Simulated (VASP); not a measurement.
Runs of VASP 6.6.1 on GaP2. The structure is that of space group F-43m (No. 216), or close to it. The cells are those of the table. 

```csv
task,cell,k mesh,cutoff (eV),gap on the mesh (eV),pressure (GPa),relaxed volume (Å³/atom)
single point,"a = 4.259 Å, angles 60.0°, 3 atoms",14 × 14 × 14,520,none,0.0,-
single point,"a = 4.633 Å, angles 60.0°, 3 atoms",4 × 4 × 4,520,none,(a),-
relaxation of cell and atoms,"relaxed from a = 4.243 Å, angles 60.0°, 3 atoms",14 × 14 × 14,600,none,0.0,18.21
relaxation of cell and atoms,"relaxed from a = 4.633 Å, angles 60.0°, 3 atoms",4 × 4 × 4,600,none,0.1,19.17
single point,"a = 4.243 Å, angles 60.0°, 3 atoms",6 × 6 × 6,520,none,-0.1,-
```

Alike in all rows: level PBE; potentials or basis VASP PAW PBE potentials, release 64 (Ga_d, P); no spin polarisation; smearing gaussian 0.1 eV.

Problem. Fill in the values left out.

Solution. (a) -8.0.

Caveats: some runs use coarse meshes; the volume moved by over 15 % at a fixed basis, so the end points are rough (some runs).

A k mesh can miss the band edges, and the runs leave out spin-orbit coupling on Ga.

A gap of «none» marks levels without a gap at the run's occupations.
